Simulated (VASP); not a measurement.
# Be2C (Fm-3m) in VASP: further runs

Be2C is run at these levels: r2SCAN, HSE06; tasks: single point.

All numbers are computed with VASP 6.6.1; they aren't measurements. Logs are shortened: lines on timing, memory, paths and dates and some standing lists are left out, and cuts for length are marked.

### Step 1. The cell of the first run

It takes space group Fm-3m (No. 225, cubic). Conventional cell: a = 4.321 Å, b = 4.321 Å, c = 4.321 Å, α = 90.00°, β = 90.00°, γ = 90.00°. Within 2.5 Å of Be (site symmetry -43m) lie 4 C at 1.87 Å and 6 Be at 2.16 Å. C (site symmetry m-3m) has 8 Be at 1.87 Å within 2.5 Å.

### Step 2. Single point, r2SCAN

POSCAR

```
Be2C
1.0
    0.0000000000      2.1604856457      2.1604856457
    2.1604856457      0.0000000000      2.1604856457
    2.1604856457      2.1604856457      0.0000000000
Be C
2 1
Direct
    0.7500000000      0.7500000000      0.7500000000
    0.2500000000      0.2500000000      0.2500000000
    0.0000000000      0.0000000000      0.0000000000
```

INCAR.step1

```
SYSTEM = Be2C
ALGO = Normal ; EDIFF = 1E-5
ENCUT = 660 ; GGA = PE
GGA_COMPAT = .False. ; ISMEAR = 0
LASPH = .True. ; LCHARG = .False.
LREAL = .False. ; LWAVE = .True.
NBANDS = 11 ; NELM = 120
PREC = Accurate ; SIGMA = 0.01
```

INCAR.step2

```
SYSTEM = Be2C
ALGO = Normal ; EDIFF = 1E-6
ENCUT = 660 ; GGA_COMPAT = .False.
ISIF = 2 ; ISMEAR = 0
ISTART = 1 ; LASPH = .True.
LCHARG = .False. ; LMIXTAU = .True.
LREAL = .False. ; LWAVE = .False.
METAGGA = R2SCAN ; NBANDS = 11
NELM = 120 ; PREC = Accurate
SIGMA = 0.01
```

KPOINTS

```
k-points
0
Gamma
  6 6 6
  0 0 0
```

Potentials or basis: VASP PAW PBE potentials, release 64 (Be, C).

On the command line:

```
$ cat potpaw_PBE.64/Be/POTCAR potpaw_PBE.64/C/POTCAR > POTCAR
$ cp INCAR.step1 INCAR
$ mpirun -np 1 vasp_std > vasp.out
$ cp INCAR.step2 INCAR
$ mpirun -np 1 vasp_std > vasp.out
```

OUTCAR:

```text
SYSTEM = Be2C
   EDIFF = 1E-6
   ENCUT = 660
   ISIF = 2
   ISMEAR = 0
   ISTART = 1
   LASPH = .True.
   LREAL = .False.
   METAGGA = R2SCAN
   NELM = 120
   PREC = Accurate

 ion  position               nearest neighbor table
   1  0.750  0.750  0.750-   3 1.87   3 1.87   3 1.87   3 1.87   2 2.16   2 2.16   2 2.16   2 2.16
                             2 2.16   2 2.16
   2  0.250  0.250  0.250-   3 1.87   3 1.87   3 1.87   3 1.87   1 2.16   1 2.16   1 2.16   1 2.16
                             1 2.16   1 2.16
   3  0.000  0.000  0.000-   1 1.87   2 1.87   1 1.87   1 1.87   1 1.87   2 1.87   2 1.87   2 1.87

  LATTYP: Found a face centered cubic cell.
 ALAT       =     4.3209712914

  Lattice vectors:

 A1 = (   0.0000000000,   2.1604856457,   2.1604856457)
 A2 = (   2.1604856457,   0.0000000000,   2.1604856457)
 A3 = (   2.1604856457,   2.1604856457,   0.0000000000)

Analysis of symmetry for initial positions (statically):
=====================================================================
 Subroutine PRICEL returns:
 Original cell was already a primitive cell.

 Routine SETGRP: Setting up the symmetry group for a
 face centered cubic supercell.

 Subroutine GETGRP returns: Found 48 space group operations
 (whereof 48 operations were pure point group operations)
 out of a pool of 48 trial point group operations.

The static configuration has the point symmetry O_h .

Analysis of symmetry for dynamics (positions and initial velocities):
=====================================================================
 Subroutine PRICEL returns:
 Original cell was already a primitive cell.

 Routine SETGRP: Setting up the symmetry group for a
 face centered cubic supercell.

 Subroutine GETGRP returns: Found 48 space group operations
 (whereof 48 operations were pure point group operations)
 out of a pool of 48 trial point group operations.

The dynamic configuration has the point symmetry O_h .

 Subroutine INISYM returns: Found 48 space group operations
 (whereof 48 operations are pure point group operations),
 and found     1 'primitive' translations

----------------------------------------------------------------------------------------

                                     Primitive cell

  volume of cell :      20.1690

  direct lattice vectors                    reciprocal lattice vectors
     0.000000000  2.160485646  2.160485646    -0.231429448  0.231429448  0.231429448
     2.160485646  0.000000000  2.160485646     0.231429448 -0.231429448  0.231429448
     2.160485646  2.160485646  0.000000000     0.231429448  0.231429448 -0.231429448

  length of vectors
     3.055388101  3.055388101  3.055388101     0.400847562  0.400847562  0.400847562

  position of ions in fractional coordinates (direct lattice)
     0.750000000  0.750000000  0.750000000
     0.250000000  0.250000000  0.250000000
     0.000000000  0.000000000  0.000000000

  ion indices of the primitive-cell ions
   primitive index   ion index
                 1           1
                 2           2
                 3           3

----------------------------------------------------------------------------------------

 KPOINTS: k-points

Automatic generation of k-mesh.
 Grid dimensions read from file:
 generate k-points for:    6    6    6

 Generating k-lattice:

  Cartesian coordinates                     Fractional coordinates (reciprocal lattice)
    -0.038571575  0.038571575  0.038571575     0.166666667  0.000000000  0.000000000
     0.038571575 -0.038571575  0.038571575     0.000000000  0.166666667  0.000000000
     0.038571575  0.038571575 -0.038571575     0.000000000  0.000000000  0.166666667

  Length of vectors
     0.066807927  0.066807927  0.066807927

  Shift w.r.t. Gamma in fractional coordinates (k-lattice)
     0.000000000  0.000000000  0.000000000

 Subroutine IBZKPT returns following result:
 ===========================================

 Found     16 irreducible k-points:

 Following reciprocal coordinates:
            Coordinates               Weight
  0.000000  0.000000  0.000000      1.000000
  0.166667  0.000000  0.000000      8.000000
  0.333333  0.000000  0.000000      8.000000
  0.500000  0.000000  0.000000      4.000000
  0.166667  0.166667  0.000000      6.000000
  0.333333  0.166667  0.000000     24.000000
[... 8 lines left out ...]
 -0.333333  0.333333  0.166667     24.000000
 -0.333333  0.500000  0.166667     12.000000
   k-points           NKPTS =     16   k-points in BZ     NKDIM =     16   number of bands    NBANDS=     11
   number of dos      NEDOS =    301   number of ions     NIONS =      3
   total plane-waves  NPLWV =  21952
   dimension x,y,z NGX =    28 NGY =   28 NGZ =   28
   dimension x,y,z NGXF=    56 NGYF=   56 NGZF=   56
   ions per type =               2   1
   NGX,Y,Z   is equivalent  to a cutoff of  15.24, 15.24, 15.24 a.u.
   NGXF,Y,Z  is equivalent  to a cutoff of  30.47, 30.47, 30.47 a.u.
 SYSTEM =  Be2C
   PREC   = accura    normal or accurate (medium, high low for compatibility)
   ISTART =      1    job   : 0-new  1-cont  2-samecut
   ICHARG =      0    charge: 1-file 2-atom 10-const
   ISPIN  =      1    spin polarized calculation?
   LNONCOLLINEAR =      F non collinear calculations
   LSORBIT =      F    spin-orbit coupling
   LASPH  =      T    aspherical Exc in radial PAW
   ENCUT  =  660.0 eV  48.51 Ry    6.96 a.u.   6.40  6.40  6.40*2*pi/ulx,y,z
   NELM   =    120;   NELMIN=  2; NELMDL=  0     # of ELM steps
   EDIFF  = 0.1E-05   stopping-criterion for ELM
   LREAL  =      F    real-space projection
   EDIFFG = 0.1E-04   stopping-criterion for IOM
   NSW    =      0    number of steps for IOM
   IBRION =     -1    ionic relax: 0-MD 1-quasi-New 2-CG
   NFREE  =      0    steps in history (QN), initial steepest desc. (CG)
   ISIF   =      2    stress and relaxation
   ISYM   =      2    0-nonsym 1-usesym 2-fastsym
   POTIM  = 0.5000    time-step for ionic-motion
   TEBEG  =    0.0;   TEEND  =   0.0 temperature during run
   PSTRESS=    0.0 pullay stress
   NELECT =       8.0000    total number of electrons
   NUPDOWN=      -1.0000    fix difference up-down
   EMIN   =  10.00;   EMAX   =-10.00  energy-range for DOS
   EFERMI =   0.00;   METHOD = LEGACY
   ISMEAR =     0;   SIGMA  =   0.01  broadening in eV -4-tet -1-fermi 0-gaus
   EFERMI_NEDOS =   21; number of points for ismear=-14 and -15
   IALGO  =     38    algorithm
   IMIX   =      4    mixing-type and parameters
     AMIX     =   0.40;   BMIX     =  1.00
     AMIX_MAG =   1.60;   BMIX_MAG =  1.00
  volume/ion in A,a.u.               =       6.72        45.37
  Fermi-wavevector in a.u.,A,eV,Ry     =   1.202846  2.273050 19.685440  1.446839
  Thomas-Fermi vector in A             =   2.338616
   LORBIT       =      0    0 simple, 1 ext, 2 COOP (PROOUT), +10 PAW based schemes
   METAGGA = R2SCAN    functional components
   LHFCALC =     F    Hartree Fock is set to
   AEXX    =    0.0000 exact exchange contribution
   IVDW    =     0    specifies the selected vdW correction
   LEPSILON=     F    determine dielectric tensor
   LRPA    =     F    only Hartree local field effects (RPA)
 non-spin polarized calculation
 Gauss-broadening in eV      SIGMA  =   0.01
  energy-cutoff  :      660.00
  volume of cell :       20.17
 maximum number of plane-waves:       791
 NGX is ok and might be reduce to    28
   NGX = 13   NGY = 13   NGZ = 13

 number of electron       8.0000000 magnetization

 Free energy of the ion-electron system (eV)
  ---------------------------------------------------
  ext. energy  EPLUGINS =         0.00000000
  ---------------------------------------------------
  free energy    TOTEN  =       -19.47016706 eV

  energy without entropy =      -19.47016706  energy(sigma->0) =      -19.47016706

 E-fermi :   7.8535     XC(G=0): -12.0456

 val. band max:        7.7727238505   @ k =   0.0000   0.0000   0.0000
 cond. band min:       9.2971809317   @ k =   0.5000   0.5000   0.0000
 fundamental gap:      1.5244570812
 Fermi energy:         7.8535135283

 k-point     1 :       0.0000    0.0000    0.0000
  band No.  band energies     occupation
      1      -8.2070      2.00000
      2       7.7727      2.00000
      3       7.7727      2.00000
      4       7.7727      2.00000
      5      12.3985      0.00000
      6      12.3985      0.00000
      7      12.3985      0.00000
      8      15.2361      0.00000
      9      22.1971      0.00000
     10      22.1971      0.00000
     11      22.1971      0.00000

 k-point     2 :       0.1667    0.0000    0.0000
  band No.  band energies     occupation
      1      -7.7421      2.00000
      2       4.7929      2.00000
      3       7.0611      2.00000
      4       7.0611      2.00000
      5      13.4214      0.00000
      6      13.4214      0.00000
      7      13.9428      0.00000
      8      16.3555      0.00000
      9      20.0396      0.00000
     10      20.0396      0.00000
     11      23.2198      0.00000

 k-point     3 :       0.3333    0.0000    0.0000
  band No.  band energies     occupation
      1      -6.4356      2.00000
      2       0.8201      2.00000
      3       6.1784      2.00000
      4       6.1784      2.00000
      5      13.7130      0.00000
      6      13.7130      0.00000
      7      14.9791      0.00000
      8      18.0191      0.00000
      9      21.0001      0.00000
     10      21.0001      0.00000
     11      25.3159      0.00000

 k-point     4 :       0.5000    0.0000    0.0000
  band No.  band energies     occupation
      1      -5.2375      2.00000
      2      -1.3381      2.00000
      3       5.8619      2.00000
      4       5.8619      2.00000
      5      13.3148      0.00000
      6      13.3148      0.00000
      7      15.3925      0.00000
      8      18.6026      0.00000
      9      23.5363      0.00000
     10      23.5363      0.00000
     11      26.3526      0.00000

 k-point     5 :       0.1667    0.1667    0.0000
  band No.  band energies     occupation
      1      -7.5899      2.00000
      2       5.7582      2.00000
      3       5.7582      2.00000
      4       6.0024      2.00000
      5      12.7763      0.00000
      6      14.5615      0.00000
      7      15.0566      0.00000
      8      15.0566      0.00000
      9      19.2834      0.00000
     10      23.8689      0.00000
     11      23.8689      0.00000
[... 99 lines left out ...]
 k-point    13 :       0.5000    0.5000    0.0000
  band No.  band energies     occupation
      1      -4.4183      2.00000
      2       0.6217      2.00000
      3       2.8398      2.00000
      4       2.8398      2.00000
      5       9.2972      0.00000
      6      13.9811      0.00000
      7      22.2292      0.00000
      8      22.2292      0.00000
      9      24.4366      0.00000
     10      25.3314      0.00000
     11      25.3314      0.00000

 k-point    14 :       0.5000    0.3333    0.1667
  band No.  band energies     occupation
      1      -5.4080      2.00000
      2       1.1577      2.00000
      3       2.7872      2.00000
      4       4.2665      2.00000
      5      13.3031      0.00000
      6      15.4712      0.00000
      7      15.9942      0.00000
      8      19.5987      0.00000
      9      21.3822      0.00000
     10      24.0810      0.00000
     11      26.9914      0.00000

 k-point    15 :      -0.3333    0.3333    0.1667
  band No.  band energies     occupation
      1      -4.4657      2.00000
      2      -0.0657      2.00000
      3       2.4866      2.00000
      4       3.3099      2.00000
      5      13.7098      0.00000
      6      15.5887      0.00000
      7      18.8434      0.00000
      8      19.5349      0.00000
      9      20.5728      0.00000
     10      22.9998      0.00000
     11      27.2271      0.00000

 k-point    16 :      -0.3333    0.5000    0.1667
  band No.  band energies     occupation
      1      -4.1950      2.00000
      2       1.0636      2.00000
      3       1.6490      2.00000
      4       2.1408      2.00000
      5      12.2778      0.00000
      6      15.9447      0.00000
      7      18.6146      0.00000
      8      20.6440      0.00000
      9      22.8110      0.00000
     10      24.1964      0.00000
     11      25.9269      0.00000

------------------------ aborting loop because EDIFF is reached ----------------------------------------

  FORCE on cell =-STRESS in cart. coord.  units (eV):
  Direction    XX          YY          ZZ          XY          YZ          ZX
  --------------------------------------------------------------------------------------
  -------------------------------------------------------------------------------------
  Total        0.0967098      0.0967098      0.0967098      0.0000000     -0.0000000      0.0000000
  in kB        7.6823968      7.6823968      7.6823968      0.0000000     -0.0000000      0.0000000
  external PRESSURE =       7.6823968 kB  Pullay stress =       0.0000000 kB

 VOLUME and BASIS-vectors are now :
 -----------------------------------------------------------------------------
  energy-cutoff  :      660.00
  volume of cell :       20.17
      direct lattice vectors                 reciprocal lattice vectors
     0.000000000  2.160485646  2.160485646    -0.231429448  0.231429448  0.231429448
     2.160485646  0.000000000  2.160485646     0.231429448 -0.231429448  0.231429448
     2.160485646  2.160485646  0.000000000     0.231429448  0.231429448 -0.231429448

 POSITION                                       TOTAL-FORCE (eV/Angst)
 -----------------------------------------------------------------------------------
      3.24073      3.24073      3.24073         0.000000     -0.000000      0.000000
      1.08024      1.08024      1.08024        -0.000000      0.000000     -0.000000
      0.00000      0.00000      0.00000         0.000000     -0.000000      0.000000
 -----------------------------------------------------------------------------------
    total drift:                               -0.000000     -0.000000      0.000000

  FREE ENERGIE OF THE ION-ELECTRON SYSTEM (eV)
  ---------------------------------------------------
  free  energy   TOTEN  =       -19.4701670595 eV

  energy  without entropy=      -19.4701670595  energy(sigma->0) =      -19.47016706
```

Wall time 37 s (1 thread of AMD EPYC 7R43 (Zen 3), shared host); peak memory 0.12 GiB.

What came out:

```yaml
Free_energy: -19.4702 eV
Pressure: 0.8 GPa
Band_gap_on_the_k_mesh: 1.52 eV (least direct gap 4.63 eV)
```

Levels at points of the mesh, in eV from the valence-band top:
```csv
k point,band 1,band 2,band 3,band 4,band 5,band 6,band 7,band 8,band 9
"(0.00, 0.00, 0.00)",-15.98,0.00,0.00,0.00,4.63,4.63,4.63,7.46,14.42
"(0.50, 0.00, 0.00)",-13.01,-9.11,-1.91,-1.91,5.54,5.54,7.62,10.83,15.76
"(0.50, 0.50, 0.00)",-12.19,-7.15,-4.93,-4.93,1.52,6.21,14.46,14.46,16.66
```

Caveat: the PAW data sets were made with another functional, which shifts forces and pressure a little.

### Step 3. Single point, HSE06

POSCAR is that of step 2.

INCAR.step1

```
  ALGO = Normal
  EDIFF = 1E-5
  ENCUT = 520
  GGA = PE
  GGA_COMPAT = F
  ISIF = 2
  ISMEAR = 0
  LASPH = T
  LCHARG = F
  LREAL = F
  LWAVE = T
  NBANDS = 11
  NELM = 120
  PREC = Accurate
  SIGMA = 0.01
```

INCAR.step2

```
  ALGO = Normal
  EDIFF = 1E-6
  ENCUT = 520
  GGA = PE
  GGA_COMPAT = F
  HFSCREEN = 0.2079
  ISIF = 2
  ISMEAR = 0
  ISTART = 1
  LASPH = T
  LCHARG = F
  LHFCALC = T
  LREAL = F
  LWAVE = F
  NBANDS = 11
  NELM = 120
  PREC = Accurate
  PRECFOCK = Normal
  SIGMA = 0.01
```

KPOINTS

```
k-points
0
Gamma
  6 6 6
```

Potentials or basis: VASP PAW PBE potentials, release 64 (Be, C).

On the command line:

```
$ cat potpaw_PBE.64/Be/POTCAR potpaw_PBE.64/C/POTCAR > POTCAR
$ cp INCAR.step1 INCAR
$ mpirun -np 1 vasp_std > vasp.out
$ cp INCAR.step2 INCAR
$ mpirun -np 1 vasp_std > vasp.out
```

It took 7.4 min on 1 thread of AMD EPYC 7R43 (Zen 3), shared host; peak memory 0.21 GiB.

The run converged. Its results:

```
Free energy            : -19.0742 eV
Pressure               : -1.9 GPa
Band gap on the k mesh : 1.90 eV (least direct gap 5.13 eV)
```

Levels at points of the mesh, in eV from the valence-band top:
```
           k point  band 1  band 2  band 3  band 4  band 5  band 6  band 7  band 8  band 9
(0.00, 0.00, 0.00)  -16.75    0.00    0.00    0.00    5.13    5.13    5.13    8.06   14.68
(0.50, 0.00, 0.00)  -13.59   -9.67   -2.03   -2.03    6.03    6.03    8.29   11.24   16.32
(0.50, 0.50, 0.00)  -12.74   -7.57   -5.22   -5.22    1.90    6.78   15.11   15.11   17.36
```

Caveat: the PAW data sets were made with another functional, which shifts forces and pressure a little. A k mesh can miss the band edges.
